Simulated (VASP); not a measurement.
WSe2, 3 atoms in the cell. The cell holds a slab with vacuum, 3 atoms: a = 3.318 Å, b = 3.318 Å, c = 16.658 Å, α = 90.00°, β = 90.00°, γ = 120.00°. 

```yaml
Program: VASP 6.6.1
Task: relaxation of cell and atoms
Functional: PBEsol
Potentials_or_basis: VASP PAW PBE potentials, release 64 (W_sv, Se)
Cutoff: 600 eV
k_mesh: 9 × 9 × 2
Occupations: gaussian, width 0.02 eV
Spin: no spin polarisation
Dipole_correction: no
Further_INCAR_settings: ALGO = Normal; EDIFF = 1e-07; IBRION = 2; EDIFFG = -0.005; NSW = 100; ISIF = 3
```

Potentials or basis: VASP PAW PBE potentials, release 64 (W_sv, Se).

The run is started by

```bash
$ cat potpaw_PBE.64/W_sv/POTCAR potpaw_PBE.64/Se/POTCAR > POTCAR
$ mpirun -np 1 vasp_std > vasp.out
```

Hardware: 1 thread of Intel Xeon 6975P-C (shared host).

Estimate the wall time of this run.

Wall time 11 min on 1 thread of Intel Xeon 6975P-C (shared host), peak memory 0.39 GiB. Counts: scf iterations 82, k points 24, ion steps 5.
